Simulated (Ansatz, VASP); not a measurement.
## One calculation of Zr3ZnN2, two programs

```
CELL_PARAMETERS angstrom
5.01506 0.00000 0.00000
-2.50753 4.34317 0.00000
0.00000 0.00000 4.19646
ATOMIC_POSITIONS crystal
Zr 0.50000 0.50000 0.50000
Zr 0.50000 0.00000 0.50000
Zr 0.00000 0.50000 0.50000
Zn 0.00000 0.00000 0.00000
N 0.66667 0.33333 0.00000
N 0.33333 0.66667 0.00000
```

Change from the starting cell: species swapped into the ErCo3Ni2 type (P6/mmm, No. 191).

Alike in both runs: task relaxation of cell and atoms; functional PBE; k mesh 6 × 6 × 4; occupations gaussian, width 0.1 eV; no spin polarisation.

|  | VASP | Ansatz |
| --- | --- | --- |
| version | VASP 6.6.1 | Ansatz 0.2.0 |
| potentials or method | VASP PAW PBE potentials, release 64 (Zr_sv, Zn, N), cutoff 600 eV | scalar-relativistic, plane waves, PAW |
| valence electrons in the cell | 58 | 58 |

Ansatz gave:

```
gap on the k mesh at the Fermi level, each at its own relaxed structure (eV) : none
relaxed volume (Å³/atom)                                                     : 15.63
relaxed cell length with the largest relative difference (Å)                 : 3.040
```

Problem. Which values does VASP return?

Solution. gap on the k mesh at the Fermi level, each at its own relaxed structure (eV): none; relaxed volume (Å³/atom): 15.62; relaxed cell length with the largest relative difference (Å): 3.044.

A gap of «none» marks a metal or a gap that the smearing closes.

The k mesh is coarse, so the values compare programs but aren't converged.
